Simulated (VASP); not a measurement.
## MgSe: single point with PBEsol

Crystal: MgSe.

```
CELL_PARAMETERS angstrom
0.00000 2.73043 2.73043
2.73043 0.00000 2.73043
2.73043 2.73043 0.00000
ATOMIC_POSITIONS crystal
Mg 0.00000 0.00000 0.00000
Se 0.50000 0.50000 0.50000
```

```yaml
Program: VASP 6.6.1
Task: single point
Functional: PBEsol
Potentials_or_basis: VASP PAW PBE potentials, release 64 (Mg, Se)
Cutoff: 600 eV
k_mesh: 10 × 10 × 10
Occupations: gaussian, width 0.05 eV
Spin: no spin polarisation
```

The pressure is -0.5 GPa. The band gap on the k mesh is 1.75 eV, indirect (least direct gap 2.46 eV).

Levels at points of the mesh, in eV from the valence-band top:
```csv
k point,band 2,band 3,band 4,band 5,band 6,band 7
"(0.00, 0.00, 0.00)",0.00,0.00,0.00,2.46,7.33,7.33
"(0.50, 0.00, 0.00)",-4.96,-0.58,-0.58,3.70,6.04,6.04
"(0.50, 0.50, 0.00)",-4.29,-1.79,-1.79,1.75,3.85,11.59
```

It took 12 s on 1 thread of Intel(R) Xeon(R) Platinum 8559C (Emerald Rapids) (shared host), peak memory 0.19 GiB.

Caveat: the PAW data sets were made with another functional, which shifts forces and pressure a little. Expect the measured gap to be larger: semilocal functionals such as PBEsol lack the derivative discontinuity.
